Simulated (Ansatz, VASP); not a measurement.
**LiF in VASP and in Ansatz**

File INCAR:

```
ALGO = Normal
EDIFF = 1E-7
ENCUT = 520
GGA = PE
ISIF = 2
ISMEAR = 0
LASPH = T
LCHARG = F
LREAL = F
LWAVE = F
NBANDS = 12
NELM = 60
PREC = Accurate
SIGMA = 0.05
```

KPOINTS

```
k-points
0
Gamma
  12 12 12
```

The input POSCAR:

```
LiF
1.0
    0.0000000000      2.1261137246      1.8071966659
    2.1261137246      0.0000000000      1.8071966659
    2.1261137246      2.1261137246      0.0000000000
Li F
1 1
Direct
    0.0000000000      0.0000000000      0.0000000000
    0.5000000000      0.5000000000      0.5000000000
```

Input for Ansatz:

```yaml
crystal:
  lattice:
    - [0.0, 2.1261137246, 1.8071966659]
    - [2.1261137246, 0.0, 1.8071966659]
    - [2.1261137246, 2.1261137246, 0.0]
  atoms:
    - { symbol: Li, position: [0.0, 0.0, 0.0] }
    - { symbol: F, position: [0.5, 0.5, 0.5] }
basis:
  ecutwfc: 420
kpoints:
  mp_grid: { grid: [12, 12, 12] }
hamiltonian:
  xc: pbe
scf:
  occupations: { method: gaussian, width: 0.05 }
output:
  forces: true
  stress: true
  eigenvalues: true
```

Alike in both runs: task single point; functional PBE; k mesh 12 × 12 × 12; occupations gaussian, width 0.05 eV; no spin polarisation.

```csv
,VASP,Ansatz
version,VASP 6.6.1,Ansatz 0.2.0
potentials or method,"VASP PAW PBE potentials, release 64 (Li_sv, F), cutoff 520 eV","scalar-relativistic, plane waves, PAW"
valence electrons in the cell,10,10
```

|  | VASP | Ansatz | Ansatz less VASP |
| --- | --- | --- | --- |
| gap on the k mesh at the Fermi level (eV) | 8.85 | 8.86 | +0.006 |
| least direct gap on the mesh (eV) | 8.85 | 8.86 | +0.006 |

Noted on VASP's run: the cutoff is short for stress, so the pressure is rough.
